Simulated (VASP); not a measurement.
Crystal: WSe.

```
W Se
1.0
     4.06796    0.00000    0.00000
    -2.03398    3.52295    0.00000
     0.00000    0.00000    6.76613
W Se
2 2
Direct
  0.00000 0.00000 0.00000
  0.00000 0.00000 0.50000
  0.33333 0.66667 0.25000
  0.66667 0.33333 0.75000
```

Base run:

```yaml
Program: VASP 6.6.1
Functional: PBE
Potentials_or_basis: VASP PAW PBE potentials, release 64 (W_sv, Se)
Cutoff: 520 eV
k_mesh: 12 × 12 × 6
Occupations: gaussian, width 0.1 eV
Spin: no spin polarisation
Hubbard_terms: W d U = 6.2 eV
```

Its results: pressure -13.5 GPa.

The run is repeated on the same cell with these changes: spin from no spin polarisation to collinear spin; further incar settings from ALGO = Normal; EDIFF = 1e-06; NBANDS = 28 to ALGO = Normal; EDIFF = 1e-07; NBANDS = 32. What comes out?

Pressure -2.6 GPa; net moment 7.89 μB per cell; site moments W +3.23; Se -0.10 μB.

Caveats: the cell stands under tension (at least some runs); U without spin polarisation on a metal has little footing (at least some runs).
